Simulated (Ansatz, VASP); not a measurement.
**LiCl: VASP beside Ansatz**

```xyz
2
Lattice="0.0000 2.4365 2.5648 2.4365 0.0000 2.5648 2.4365 2.4365 0.0000" Properties=species:S:1:pos:R:3 pbc="T T T"
Li    0.0000    0.0000    0.0000
Cl    2.4365    2.4365    2.5648
```

Change from the starting cell: strain -0.050 along x and y, +0.000 along z, atoms carried along.

Alike in both runs: task single point; functional PBEsol; k mesh 8 × 8 × 8; occupations gaussian, width 0.05 eV; no spin polarisation.

|  | VASP | Ansatz |
| --- | --- | --- |
| version | VASP 6.6.1 | Ansatz 0.2.0 |
| potentials or method | VASP PAW PBE potentials, release 64 (Li_sv, Cl), cutoff 520 eV | scalar-relativistic, plane waves, PAW |
| valence electrons in the cell | 10 | 10 |

Ansatz gave:

| Property | Result |
| --- | --- |
| gap on the k mesh at the Fermi level (eV) | 6.53 |
| least direct gap on the mesh (eV) | 6.66 |

Question: Which values does VASP return?

Answer: gap on the k mesh at the Fermi level (eV): 6.56; least direct gap on the mesh (eV): 6.68.

VASP's potentials were made for PBE, not for PBEsol.

Noted on VASP's run: the cutoff is short for stress, so the pressure is rough.
